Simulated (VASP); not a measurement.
A run of VASP 6.6.1:

File INCAR:

```
PREC = Accurate ; ENCUT = 520
EDIFF = 1E-7 ; ISMEAR = 0
SIGMA = 0.15 ; LREAL = False
LASPH = True ; NELM = 60
ALGO = Normal ; ISIF = 2
LWAVE = False ; LCHARG = False
GGA = PS ; IVDW = 12
NBANDS = 18
```

The input KPOINTS:

```
Automatic mesh
0
Gamma
  12 12 8
```

POSCAR

```
PtSe2
1.0
    4.2996942953      0.0000000000      0.0000000000
   -2.1498471476      3.2379517289      0.0000000000
    0.0000000000      0.0000000000      4.6296715343
Pt Se
1 2
Direct
    0.0000000000      0.0000000000      0.0000000000
    0.3333333333      0.6666666667      0.2721511594
    0.6666666667      0.3333333333      0.7278488406
```

Potentials or basis: VASP PAW PBE potentials, release 64 (Pt, Se).

Run with:

```bash
$ cat potpaw_PBE.64/Pt/POTCAR potpaw_PBE.64/Se/POTCAR > POTCAR
$ mpirun -np 1 vasp_std > vasp.out
```

Hardware: 1 thread of Intel Xeon 8259CL (shared host).

**Question.** Estimate the wall time of this run.

**Answer.** Run time: 5.8 min on 1 thread of Intel Xeon 8259CL, on a shared host, peak memory 0.48 GiB. Counts: scf iterations 14, k points 320.
